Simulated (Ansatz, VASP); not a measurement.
# C: VASP beside Ansatz

```
C
1.0
     2.50537    0.00000    0.00000
    -1.25268    2.16971    0.00000
     0.00000    0.00000   24.10079
C
20
Direct
  0.33333 0.66667 0.10373
  0.00000 0.00000 0.12520
  0.00000 0.00000 0.18895
  0.66667 0.33333 0.21041
  0.66667 0.33333 0.27520
  0.00000 0.00000 0.29666
  0.00000 0.00000 0.36041
  0.33333 0.66667 0.38188
  0.33333 0.66667 0.44666
  0.00000 0.00000 0.46812
  0.00000 0.00000 0.53188
  0.66667 0.33333 0.55334
  0.66667 0.33333 0.61812
  0.00000 0.00000 0.63959
  0.00000 0.00000 0.70334
  0.33333 0.66667 0.72480
  0.33333 0.66667 0.78959
  0.00000 0.00000 0.81105
  0.00000 0.00000 0.87480
  0.66667 0.33333 0.89627
```

Alike in both runs: task single point; functional PBEsol; k mesh 12 × 12 × 1; occupations gaussian, width 0.05 eV; no spin polarisation.

|  | VASP | Ansatz |
| --- | --- | --- |
| version | VASP 6.6.1 | Ansatz 0.2.0 |
| potentials or method | VASP PAW PBE potentials, release 64 (C_h), cutoff 1000 eV | scalar-relativistic, plane waves, PAW |
| valence electrons in the cell | 80 | 80 |

Ansatz gave:

* gap on the k mesh at the Fermi level (eV): none
* rms of the force components (eV/Å): 1.159

Q: Estimate VASP's values.

A: gap on the k mesh at the Fermi level (eV): none; rms of the force components (eV/Å): 1.157.

VASP's potentials were made for PBE, not for PBEsol. Atom by atom the forces differ by 0.002 eV/Å (rms over components). A gap of «none» marks a metal or a gap that the smearing closes. With one functional, cell and mesh, what is left measures potentials, basis and numerics. Ansatz's warnings: vacuum density over bound.
